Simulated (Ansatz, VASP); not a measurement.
## One calculation of Cu, two programs

File POSCAR:

```
Cu
1.0
    0.0000000000      2.5890838321      2.5890838321
    2.5890838321      0.0000000000      2.5890838321
    2.5890838321      2.5890838321      0.0000000000
Cu
2
Direct
    0.1250000000      0.1250000000      0.1250000000
    0.8750000000      0.8750000000      0.8750000000
```

Contents of INCAR.step1:

```
SYSTEM = Cu
PREC = Accurate
ENCUT = 660
ISMEAR = -1
SIGMA = 0.1
LREAL = .False.
LASPH = .True.
NELM = 120
NBANDS = 18
GGA = PE
ALGO = Normal
EDIFF = 1E-5
LWAVE = .True.
LCHARG = .False.
GGA_COMPAT = .False.
```

The input INCAR.step2:

```
SYSTEM = Cu
PREC = Accurate
ENCUT = 660
EDIFF = 1E-6
ISMEAR = -1
SIGMA = 0.1
LREAL = .False.
LASPH = .True.
NELM = 120
ALGO = Normal
ISIF = 2
LWAVE = .False.
LCHARG = .False.
METAGGA = R2SCAN
LMIXTAU = .True.
NBANDS = 18
ISTART = 1
GGA_COMPAT = .False.
```

KPOINTS

```
Automatic mesh
0
Gamma
  12 12 12
  0 0 0
```

Input for Ansatz:

```yaml
crystal:
  lattice:
    - [0.0, 2.5890838321, 2.5890838321]
    - [2.5890838321, 0.0, 2.5890838321]
    - [2.5890838321, 2.5890838321, 0.0]
  atoms:
    - { symbol: Cu, position: [0.125, 0.125, 0.125] }
    - { symbol: Cu, position: [0.875, 0.875, 0.875] }
hamiltonian:
  xc: r2scan
  pseudopotentials:
    kind: paw
    azcp:
      Cu: "pseudopotentials/Cu.paw.azcp"
basis:
  ecutwfc: 500
  fft_grid_basis: typed
kpoints:
  mp_grid: { grid: [12, 12, 12], shift: [0, 0, 0] }
magnetization:
  spin_polarized: false
scf:
  occupations: { method: fermi_dirac, width: 0.1 }
  lower_state_search: "off"
output:
  stress: true
```

Alike in both runs: task single point; functional r2SCAN; k mesh 12 × 12 × 12; occupations fermi-dirac, width 0.1 eV; no spin polarisation.

|  | VASP | Ansatz |
| --- | --- | --- |
| version | VASP 6.6.1 | Ansatz 0.2.0 |
| potentials or method | VASP PAW PBE potentials, release 64 (Cu), cutoff 660 eV | plane waves (500 eV) with PAW, scalar-relativistic |
| valence electrons in the cell | 22 | 38 |

Ansatz gave:

| Item | Value |
| --- | --- |
| pressure (GPa) | 3.0 |

Which values does VASP return?

Pressure (GPa): 3.2.

VASP's potentials were made for PBE, not for r2SCAN. With one functional, cell and mesh, what is left measures potentials, basis and numerics. VASP's potentials hold 22 valence electrons a cell and Ansatz's 38, so a difference there can come from the potentials and not from the codes.
